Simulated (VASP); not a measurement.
# Ni (Fm-3m) in VASP: notebook

Ni is run at these levels: LDA; tasks: single point.

All numbers are computed with VASP 6.6.1; they aren't measurements. Logs are shortened: lines on timing, memory, paths and dates and some standing lists are left out, and cuts for length are marked.

## Step 1: The cell of the first run

It takes space group Fm-3m (No. 225, cubic). The conventional cell has a = 3.543 Å, b = 3.543 Å, c = 3.543 Å, α = 90.00°, β = 90.00°, γ = 90.00°. Ni (site symmetry m-3m) has 12 Ni at 2.51 Å within 3.3 Å.

## Step 2: Single point, LDA

The input, INCAR:

```
  PREC = Accurate
  ENCUT = 520
  EDIFF = 1E-6
  ISMEAR = 0
  SIGMA = 0.1
  LREAL = F
  LASPH = T
  NELM = 100
  ALGO = Normal
  ISIF = 2
  LWAVE = F
  LCHARG = F
  NBANDS = 17
  ISYM = 0
```

The input, KPOINTS:

```
Automatic mesh
0
Gamma
  12 7 10
```

The input, POSCAR:

```
Ni
1.0
    0.0000000000     -1.7716500000     -1.7716500000
   -3.5433000000     -1.7716500000     -1.7716500000
    0.0000000000      1.7716500000     -1.7716500000
Ni
2
Direct
    0.0000000000      0.0000000000      0.0000000000
    0.0000000000      0.5000000000      0.5000000000
```

Potentials or basis: VASP PAW LDA potentials, release 64 (Ni).

On the command line:

```console
$ cat potpaw_LDA.64/Ni/POTCAR > POTCAR
$ mpirun -np 1 vasp_std > vasp.out
```

OUTCAR:

```text
PREC = Accurate
   ENCUT = 520
   EDIFF = 1E-6
   ISMEAR = 0
   LREAL = F
   LASPH = T
   NELM = 100
   ISIF = 2
   ISYM = 0

 ion  position               nearest neighbor table
   1  0.000  0.000  0.000-   2 2.51   2 2.51   2 2.51   2 2.51   2 2.51   2 2.51   2 2.51   2 2.51

   2  0.000  0.500  0.500-   1 2.51   1 2.51   1 2.51   1 2.51   1 2.51   1 2.51   1 2.51   1 2.51

IMPORTANT INFORMATION: All symmetrisations will be switched off!
NOSYMM: (Re-)initialisation of all symmetry stuff for point group C_1.

----------------------------------------------------------------------------------------

                                     Primitive cell

  volume of cell :      22.2430

  direct lattice vectors                    reciprocal lattice vectors
     0.000000000 -1.771650000 -1.771650000     0.282222787 -0.282222787 -0.282222787
    -3.543300000 -1.771650000 -1.771650000    -0.282222787  0.000000000  0.000000000
     0.000000000  1.771650000 -1.771650000     0.000000000  0.282222787 -0.282222787

  length of vectors
     2.505491458  4.339638503  2.505491458     0.488824206  0.282222787  0.399123293

  position of ions in fractional coordinates (direct lattice)
     0.000000000  0.000000000  0.000000000
     0.000000000  0.500000000  0.500000000

  ion indices of the primitive-cell ions
   primitive index   ion index
                 1           1
                 2           2

----------------------------------------------------------------------------------------

 KPOINTS: Automatic mesh

Automatic generation of k-mesh.
 Grid dimensions read from file:
 generate k-points for:   12    7   10

 Generating k-lattice:

  Cartesian coordinates                     Fractional coordinates (reciprocal lattice)
     0.023518566 -0.023518566 -0.023518566     0.083333333  0.000000000  0.000000000
    -0.040317541  0.000000000  0.000000000     0.000000000  0.142857143  0.000000000
     0.000000000  0.028222279 -0.028222279     0.000000000  0.000000000  0.100000000

  Length of vectors
     0.040735350  0.040317541  0.039912329

  Shift w.r.t. Gamma in fractional coordinates (k-lattice)
     0.000000000  0.000000000  0.000000000

 -----------------------------------------------------------------------------
|                                                                             |
|           W    W    AA    RRRRR   N    N  II  N    N   GGGG   !!!           |
|           W    W   A  A   R    R  NN   N  II  NN   N  G    G  !!!           |
|           W    W  A    A  R    R  N N  N  II  N N  N  G       !!!           |
|           W WW W  AAAAAA  RRRRR   N  N N  II  N  N N  G  GGG   !            |
|           WW  WW  A    A  R   R   N   NN  II  N   NN  G    G                |
|           W    W  A    A  R    R  N    N  II  N    N   GGGG   !!!           |
|                                                                             |
|     Your reciprocal lattice and k-lattice belong to different lattice       |
|     classes:                                                                |
|                                                                             |
|        The reciprocal lattice is simple tetragonal,                         |
|        whereas your k-lattice is simple monoclinic.                         |
|                                                                             |
|     Results are often still useful ...                                      |
|                                                                             |
 -----------------------------------------------------------------------------

 WARNING: IBZKPT: internal override: KBLOWUP is changed to .FALSE.
      ... skipping the blow-up phase ...

 Subroutine IBZKPT returns following result:
 ===========================================

 Found    422 irreducible k-points:

 Following reciprocal coordinates:
            Coordinates               Weight
  0.000000  0.000000  0.000000      1.000000
  0.083333  0.000000  0.000000      2.000000
  0.166667  0.000000  0.000000      2.000000
  0.250000  0.000000  0.000000      2.000000
  0.333333  0.000000  0.000000      2.000000
  0.416667  0.000000  0.000000      2.000000
[... 16 lines left out ...]
  0.250000  0.285714  0.000000      2.000000
  0.333333  0.285714  0.000000      2.000000
 [... further k-points ...]
   k-points           NKPTS =    422   k-points in BZ     NKDIM =    422   number of bands    NBANDS=     17
   number of dos      NEDOS =    301   number of ions     NIONS =      2
   total plane-waves  NPLWV =  12800
   dimension x,y,z NGX =    20 NGY =   32 NGZ =   20
   dimension x,y,z NGXF=    40 NGYF=   64 NGZF=   40
   ions per type =               2
   NGX,Y,Z   is equivalent  to a cutoff of  13.27, 12.26, 13.27 a.u.
   NGXF,Y,Z  is equivalent  to a cutoff of  26.54, 24.52, 26.54 a.u.
 SYSTEM =  unknown system
   PREC   = accura    normal or accurate (medium, high low for compatibility)
   ISTART =      0    job   : 0-new  1-cont  2-samecut
   ICHARG =      2    charge: 1-file 2-atom 10-const
   ISPIN  =      1    spin polarized calculation?
   LNONCOLLINEAR =      F non collinear calculations
   LSORBIT =      F    spin-orbit coupling
   LASPH  =      T    aspherical Exc in radial PAW
   ENCUT  =  520.0 eV  38.22 Ry    6.18 a.u.   4.66  8.07  4.66*2*pi/ulx,y,z
   NELM   =    100;   NELMIN=  2; NELMDL= -5     # of ELM steps
   EDIFF  = 0.1E-05   stopping-criterion for ELM
   LREAL  =      F    real-space projection
   EDIFFG = 0.1E-04   stopping-criterion for IOM
   NSW    =      0    number of steps for IOM
   IBRION =     -1    ionic relax: 0-MD 1-quasi-New 2-CG
   NFREE  =      0    steps in history (QN), initial steepest desc. (CG)
   ISIF   =      2    stress and relaxation
   ISYM   =      0    0-nonsym 1-usesym 2-fastsym
   POTIM  = 0.5000    time-step for ionic-motion
   TEBEG  =    0.0;   TEEND  =   0.0 temperature during run
   PSTRESS=    0.0 pullay stress
   NELECT =      20.0000    total number of electrons
   NUPDOWN=      -1.0000    fix difference up-down
   EMIN   =  10.00;   EMAX   =-10.00  energy-range for DOS
   EFERMI =   0.00;   METHOD = LEGACY
   ISMEAR =     0;   SIGMA  =   0.10  broadening in eV -4-tet -1-fermi 0-gaus
   EFERMI_NEDOS =   21; number of points for ismear=-14 and -15
   IALGO  =     38    algorithm
   IMIX   =      4    mixing-type and parameters
     AMIX     =   0.40;   BMIX     =  1.00
     AMIX_MAG =   1.60;   BMIX_MAG =  1.00
  volume/ion in A,a.u.               =      11.12        75.05
  Fermi-wavevector in a.u.,A,eV,Ry     =   1.580108  2.985972 33.970248  2.496743
  Thomas-Fermi vector in A             =   2.680386
   LORBIT       =      0    0 simple, 1 ext, 2 COOP (PROOUT), +10 PAW based schemes
   GGA     = CA    functional components
   LHFCALC =     F    Hartree Fock is set to
   AEXX    =    0.0000 exact exchange contribution
   IVDW    =     0    specifies the selected vdW correction
   LEPSILON=     F    determine dielectric tensor
   LRPA    =     F    only Hartree local field effects (RPA)
 non-spin polarized calculation
 Gauss-broadening in eV      SIGMA  =   0.10
  energy-cutoff  :      520.00
  volume of cell :       22.24
 maximum number of plane-waves:       616
   NGX =  9   NGY = 17   NGZ =  9

 number of electron      19.9999987 magnetization

 Free energy of the ion-electron system (eV)
  ---------------------------------------------------
  ext. energy  EPLUGINS =         0.00000000
  ---------------------------------------------------
  free energy    TOTEN  =       -12.93640253 eV

  energy without entropy =      -12.89653935  energy(sigma->0) =      -12.91647094

 E-fermi :   8.5534     XC(G=0): -13.4812

 val. band max:        8.5524445219   @ k =   0.4167   0.0000   0.0000
 cond. band min:       8.5535464278   @ k =   0.2500   0.1429   0.1000
 fundamental gap:      0.0011019060
 Fermi energy:         8.5533863957

 k-point     1 :       0.0000    0.0000    0.0000
  band No.  band energies     occupation
      1      -0.0968      2.00000
      2       4.4318      2.00000
      3       4.9743      2.00000
      4       6.7457      2.00000
      5       6.7464      2.00000
      6       6.7490      2.00000
[... 9 lines left out ...]
     16      28.3754      0.00000
     17      31.6487      0.00000

 k-point     2 :       0.0833    0.0000    0.0000
  band No.  band energies     occupation
      1       0.1697      2.00000
      2       4.5285      2.00000
      3       5.0593      2.00000
      4       6.6790      2.00000
      5       6.8040      2.00000
      6       6.8045      2.00000
[... 9 lines left out ...]
     16      29.1809      0.00000
     17      31.1630      0.00000

 k-point     3 :       0.1667    0.0000    0.0000
  band No.  band energies     occupation
      1       0.9430      2.00000
      2       4.7868      2.00000
      3       5.2915      2.00000
      4       6.5137      2.00000
      5       6.9221      2.00000
      6       6.9223      2.00000
[... 9 lines left out ...]
     16      27.2263      0.00000
     17      29.8418      0.00000

 k-point     4 :       0.2500    0.0000    0.0000
  band No.  band energies     occupation
      1       2.1148      2.00000
      2       4.9861      2.00000
      3       5.6590      2.00000
      4       6.3946      2.00000
      5       6.7322      2.00000
      6       6.9501      2.00000
[... 9 lines left out ...]
     16      26.6318      0.00000
     17      30.3321      0.00000
[... 343 lines left out ...]
      1       0.7786      2.00000
      2       4.7896      2.00000
      3       5.2442      2.00000
      4       6.5377      2.00000
      5       6.9070      2.00000
      6       6.9104      2.00000
[... 9 lines left out ...]
     16      28.0505      0.00000
     17      29.7785      0.00000

 k-point    23 :       0.2500    0.2857    0.0000
  band No.  band energies     occupation
      1       1.4556      2.00000
      2       5.1315      2.00000
      3       5.4160      2.00000
      4       6.3712      2.00000
      5       6.9645      2.00000
      6       7.0052      2.00000
[... 9 lines left out ...]
     16      26.8700      0.00000
     17      28.5524      0.00000

 k-point    24 :       0.3333    0.2857    0.0000
  band No.  band energies     occupation
      1       2.5382      2.00000
      2       5.4267      2.00000
      3       5.6451      2.00000
      4       6.2020      2.00000
      5       6.5440      2.00000
      6       6.8832      2.00000
[... 9 lines left out ...]
     16      26.2642      0.00000
     17      27.2674      0.00000

 [... further k-points ...]

------------------------ aborting loop because EDIFF is reached ----------------------------------------

  FORCE on cell =-STRESS in cart. coord.  units (eV):
  Direction    XX          YY          ZZ          XY          YZ          ZX
  --------------------------------------------------------------------------------------
  -------------------------------------------------------------------------------------
  Total       -2.9115757     -2.9573354     -2.9573359     -0.0083263      0.0055410     -0.0083235
  in kB     -209.7224376   -213.0185321   -213.0185685     -0.5997468      0.3991225     -0.5995476
  external PRESSURE =    -211.9198461 kB  Pullay stress =       0.0000000 kB

 VOLUME and BASIS-vectors are now :
 -----------------------------------------------------------------------------
  energy-cutoff  :      520.00
  volume of cell :       22.24
      direct lattice vectors                 reciprocal lattice vectors
     0.000000000 -1.771650000 -1.771650000     0.282222787 -0.282222787 -0.282222787
    -3.543300000 -1.771650000 -1.771650000    -0.282222787  0.000000000  0.000000000
     0.000000000  1.771650000 -1.771650000     0.000000000  0.282222787 -0.282222787

 POSITION                                       TOTAL-FORCE (eV/Angst)
 -----------------------------------------------------------------------------------
      0.00000      0.00000      0.00000         0.000001     -0.000001      0.000001
     -1.77165      0.00000     -1.77165        -0.000001      0.000001     -0.000001
 -----------------------------------------------------------------------------------
    total drift:                                0.000000      0.000001     -0.000001

  FREE ENERGIE OF THE ION-ELECTRON SYSTEM (eV)
  ---------------------------------------------------
  free  energy   TOTEN  =       -12.9364025251 eV

  energy  without entropy=      -12.8965393478  energy(sigma->0) =      -12.91647094
```

Wall time 1.7 min (1 thread of Oxide Virtual Turin-like, shared host); peak memory 0.2 GiB.

Results:

```yaml
Free_energy: -12.9364 eV
Pressure: -21.2 GPa
Band_gap_on_the_k_mesh: zero (band 10 reaches 8.72 eV, above the bottom of band 11 at 8.11 eV)
```

Levels at points of the mesh, in eV from the Fermi level:
```csv
k point,band 6,band 7,band 8,band 9,band 10,band 11,band 12,band 13,band 14,band 15
"(0.00, 0.00, 0.00)",-1.80,-0.71,-0.71,0.00,0.16,0.16,2.63,9.38,14.76,14.76
"(0.50, 0.00, 0.00)",-1.83,-0.04,-0.04,-0.01,0.00,0.00,0.00,5.92,5.92,22.28
"(0.00, 0.00, 0.50)",-2.20,-1.15,-1.15,-0.76,-0.76,1.42,1.43,11.64,11.64,12.95
"(0.50, 0.00, 0.50)",-2.48,-0.79,-0.79,0.16,0.16,7.90,7.90,7.91,7.91,10.18
```

Caveat: the run has no spin polarisation, though such a crystal can be magnetic. Spin polarisation is off, so any magnetic state and its effect on volume and gap are missing.

## Step 3: Single point, LDA, collinear spin, ferromagnetic start

The input, INCAR:

```
SYSTEM = Ni
  PREC = Accurate
  ENCUT = 520
  EDIFF = 1E-7
  ISMEAR = 0
  SIGMA = 0.1
  LREAL = .FALSE.
  LASPH = .TRUE.
  NELM = 150
  ALGO = Normal
  ISIF = 2
  LWAVE = .FALSE.
  LCHARG = .FALSE.
  ISPIN = 2
  MAGMOM = 2 2
  LORBIT = 11
  LMAXMIX = 4
  GGA = CA
  NBANDS = 21
  ISYM = 0
```

The input, KPOINTS:

```
Automatic mesh
0
G
  12 7 10
  0 0 0
```

POSCAR is that of step 2.

Potentials or basis: VASP PAW LDA potentials, release 64 (Ni).

On the command line:

```console
$ cat potpaw_LDA.64/Ni/POTCAR > POTCAR
$ mpirun -np 1 vasp_std > vasp.out
```

It took 8.2 min on 1 thread of Oxide Virtual Turin-like, shared host; peak memory 0.31 GiB.

It converged, with:

- Free energy: -13.0121 eV
- Pressure: -20.2 GPa
- Net moment: 1.23 μB per cell
- Site moments: Ni +0.62 μB
- Valence electrons inside the program's atomic spheres: Ni 9.28

Levels at points of the mesh, in eV from the Fermi level:
Spin up:
```csv
k point,band 7,band 8,band 9,band 10,band 11,band 12,band 13,band 14,band 15,band 16
"(0.00, 0.00, 0.00)",-1.18,-1.18,-0.49,-0.38,-0.37,2.44,9.08,14.57,14.57,19.54
"(0.50, 0.00, 0.00)",-0.52,-0.52,-0.52,-0.52,-0.21,-0.21,5.56,5.56,22.13,22.13
"(0.00, 0.00, 0.50)",-1.60,-1.60,-1.28,-1.28,0.99,0.99,11.37,11.37,12.71,12.71
"(0.50, 0.00, 0.50)",-1.24,-1.24,-0.38,-0.38,7.63,7.63,7.64,7.64,9.91,9.91
```
Spin down:
```
           k point  band 6  band 7  band 8  band 9  band 10  band 11  band 12  band 13  band 14  band 15
(0.00, 0.00, 0.00)   -1.67   -0.61   -0.60    0.11     0.33     0.34     2.49     9.35    14.64    14.64
(0.50, 0.00, 0.00)   -1.73   -0.19   -0.19    0.14     0.14     0.14     0.14     5.94     5.94    22.10
(0.00, 0.00, 0.50)   -2.13   -1.06   -1.06   -0.60    -0.60     1.52     1.52    11.58    11.58    12.86
(0.50, 0.00, 0.50)   -2.40   -0.69   -0.69    0.34     0.34     7.84     7.84     7.84     7.84    10.12
```

(Part 1 of 2 ends here.)
